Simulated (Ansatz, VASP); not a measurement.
## Two plane-wave programs on SrCl2

```
CELL_PARAMETERS angstrom
0.00000 3.57543 3.51858
3.57543 0.00000 3.51858
3.57543 3.57543 0.00000
ATOMIC_POSITIONS crystal
Sr 0.00000 0.00000 0.00000
Cl 0.25000 0.25000 0.25000
Cl 0.75000 0.75000 0.75000
```

Alike in both runs: task single point; functional PBE; k mesh 6 × 6 × 6; occupations gaussian, width 0.05 eV; no spin polarisation.

```csv
,VASP,Ansatz
version,VASP 6.6.1,Ansatz 0.2.0
potentials or method,"VASP PAW PBE potentials, release 64 (Sr_sv, Cl), cutoff 520 eV","scalar-relativistic, plane waves, PAW"
valence electrons in the cell,24,24
```

```tsv
	VASP	Ansatz	Ansatz less VASP
gap on the k mesh at the Fermi level (eV)	5.05	5.05	+0.003
least direct gap on the mesh (eV)	5.35	5.35	+0.001
pressure (GPa)	-0.9	-1.0	-0.06
traceless stress, the component that is largest in VASP (GPa)	0.51	0.51	+0.003
```

The functional is the same, so the differences come from potentials, cutoffs and numerics.
